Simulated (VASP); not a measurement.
Write the native input for VASP 6.6.1 that does the following.

```yaml
Task: single point
Functional: PBE
Potentials_or_basis: VASP PAW PBE potentials, release 64 (Zn)
Cutoff: 520 eV
k_mesh: 22 × 22 × 11
Occupations: fermi-dirac, width 0.1 eV
Spin: no spin polarisation
Dipole_correction: no
Further_INCAR_settings: ALGO = Normal; EDIFF = 1e-07; NBANDS = 19
```

The structure of Zn lies in POSCAR:

```
Zn
1.0
    2.5828430146      0.0000000000      0.0000000000
   -1.2914215073      2.2368076647      0.0000000000
    0.0000000000      0.0000000000      4.8264341924
Zn
2
Direct
    0.3333333333      0.6666666667      0.2500000000
    0.6666666667      0.3333333333      0.7500000000
```

This cell differs from its parent crystal: volume scaled by 0.92.

The input as run:

INCAR

```
SYSTEM = Zn
PREC     = Accurate       ! precision mode
ENCUT    = 520            ! plane-wave cutoff, eV
EDIFF    = 1E-7           ! SCF threshold, eV
ISMEAR   = -1             ! smearing method
SIGMA    = 0.1            ! smearing width, eV
LREAL    = .False.        ! projectors in reciprocal space
LASPH    = .True.         ! aspherical terms in the spheres
NELM     = 80             ! most SCF steps
ALGO     = Normal         ! electronic algorithm
ISIF     = 2              ! what is computed and relaxed
LWAVE    = .False.        ! write WAVECAR
LCHARG   = .False.        ! write CHGCAR
GGA      = PE             ! functional
NBANDS   = 19             ! bands
```

KPOINTS

```
Automatic mesh
0
Gamma
  22 22 11
  0 0 0
```

Potentials or basis: VASP PAW PBE potentials, release 64 (Zn).

The run is started by

```sh
$ cat potpaw_PBE.64/Zn/POTCAR > POTCAR
$ mpirun -np 1 vasp_std > vasp.out
```

It gave:

```yaml
Pressure: 8.3 GPa
Band_gap_on_the_k_mesh: zero (band 12 reaches 5.54 eV, above the bottom of band 13 at 0.71 eV)
```

Run time: 59 s on 1 thread of Intel(R) Xeon(R) 6975P-C (Granite Rapids), on a shared host, peak memory 0.24 GiB.
